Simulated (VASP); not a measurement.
Set up this calculation in VASP 6.6.1, as the native input.

```yaml
Task: relaxation of cell and atoms
Functional: SVWN5
Potentials_or_basis: VASP PAW PBE potentials, release 64 (Ru_pv)
Cutoff: 600 eV
k_mesh: 11 × 11 × 6
Occupations: fermi-dirac, width 0.05 eV
Spin: no spin polarisation
Dipole_correction: no
Further_INCAR_settings: ALGO = Normal; EDIFF = 1e-07; IBRION = 2; EDIFFG = -0.01; NSW = 60; ISIF = 3
```

The structure of Ru lies in POSCAR:

```
Ru
1.0
    2.7058000000      0.0000000000      0.0000000000
   -1.3529000000      2.3432915376      0.0000000000
    0.0000000000      0.0000000000      4.2819000000
Ru
2
Direct
    0.6666666667      0.3333333333      0.7500000000
    0.3333333333      0.6666666667      0.2500000000
```

These files were run (other wordings do the same):

INCAR

```
  ALGO = Normal
  EDIFF = 1E-7
  EDIFFG = -0.01
  ENCUT = 600
  GGA = VW
  IBRION = 2
  ISIF = 3
  ISMEAR = -1
  LASPH = T
  LCHARG = F
  LREAL = F
  LWAVE = F
  NELM = 80
  NSW = 60
  PREC = Accurate
  SIGMA = 0.05
```

KPOINTS

```
k-points
0
Gamma
  11 11 6
```

Potentials or basis: VASP PAW PBE potentials, release 64 (Ru_pv).

Command:

```console
$ cat potpaw_PBE.64/Ru_pv/POTCAR > POTCAR
$ mpirun -np 1 vasp_std > vasp.out
```

It gave:

| Property | Result |
| --- | --- |
| Relaxed volume | 13.08 Å³/atom |
| Relaxed cell | a = 2.673 Å, b = 2.673 Å, c = 4.229 Å, α = 90.00°, β = 90.00°, γ = 120.00° |
| Space group after relaxing (to 0.1 Å) | P6_3/mmc (No. 194) |
| Energy gained by relaxing | 20.0 meV/atom |
| Ionic steps | 9 |
| Pressure after relaxing | 0.0 GPa |
| Band gap on the k mesh | zero (bands 14 and 15 overlap by 3.26 eV) |

Caveat: the PAW data sets were made with another functional, which shifts forces and pressure a little.

It took 68 s on 1 thread of Intel(R) Xeon(R) 6975P-C (Granite Rapids), on a shared host, peak memory 0.16 GiB.
